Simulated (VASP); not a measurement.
Wanted: the native input for a VASP 6.6.1 run.

```yaml
Task: single point
Functional: PBE
Potentials_or_basis: VASP PAW PBE potentials, release 64 (Na_pv, Cl, Mg)
Cutoff: 520 eV
k_mesh: 1 × 1 × 1
Occupations: fermi-dirac, width 0.05 eV
Spin: no spin polarisation
Dipole_correction: no
Further_INCAR_settings: LREAL = Auto; ALGO = Normal; EDIFF = 1e-06; NBANDS = 87; ISYM = 0
```

The structure of NaMg2Cl5 lies in POSCAR:

```
NaMg2Cl5
1.0
    8.4867630000     -0.1409510000      0.2958770000
   -0.1409510000      8.3834470000      0.0484200000
    0.2958770000      0.0484200000      8.4326000000
Na Cl Mg
3 15 6
Direct
    0.5137981214      0.4314415481      0.9048328574
    0.8887126567      0.3617090969      0.6091469311
    0.1935689607      0.0752109256      0.8632781922
    1.0203093696      0.0527588785      0.5920149586
    0.0714900564      0.6206114981      0.4628870962
    0.7277077934      0.8909829050      0.3172073393
    0.3388890958      0.9112245701      0.4182128901
    0.7374118818      0.8303214394      0.9277191638
    0.4150285288      0.6030265178      0.1643501482
    0.3542413268      0.3792175263      0.6128590739
    0.0964482886      0.8509397557      0.1322003494
    0.7489456763      0.2990257412      0.3125607018
    0.3487748989      0.7849115660      0.8148628076
    0.4848124670      0.1470014873      0.0813429227
    0.6350674865      0.6140066942      0.6258533469
    0.1607505292      0.2588891985      0.2685475655
    0.0269958229      0.4674031397      0.9374564069
    0.6114665457      0.1124856387      0.6615124111
    0.7724738721      0.8868886825      0.6277715768
    0.5098522747      0.1739722408      0.4045875178
    0.4847562883      0.8711739321      0.0522180018
    0.3505797824      0.6656323728      0.5540242139
    0.9504415277      0.0661027424      0.3005750916
    0.1050478466      0.5490590441      0.1932094869
```

These files were run (other wordings do the same):

INCAR

```
SYSTEM = NaMg2Cl5
  PREC = Accurate
  ENCUT = 520
  EDIFF = 1E-6
  ISMEAR = -1
  SIGMA = 0.05
  LREAL = Auto
  LASPH = .TRUE.
  NELM = 100
  ALGO = Normal
  ISIF = 2
  LWAVE = .FALSE.
  LCHARG = .FALSE.
  GGA = PE
  NBANDS = 87
  ISYM = 0
```

KPOINTS

```
regular mesh
0
G
  1 1 1
  0 0 0
```

Potentials or basis: VASP PAW PBE potentials, release 64 (Na_pv, Cl, Mg).

Run with:

```console
$ cat potpaw_PBE.64/Na_pv/POTCAR potpaw_PBE.64/Cl/POTCAR potpaw_PBE.64/Mg/POTCAR > POTCAR
$ mpirun -np 1 vasp_gam > vasp.out
```

Results of the run:

```
Pressure               : 0.1 GPa
Largest force          : 1.041 eV/Å
Band gap on the k mesh : 3.80 eV
```

Caveat: the k points lie up to 0.75 Å⁻¹ apart.

Run time: 85 s on 1 thread of Intel(R) Xeon(R) Platinum 8259CL CPU @ 2.50GHz (Skylake/Cascade Lake), with other jobs on the host, peak memory 0.52 GiB.
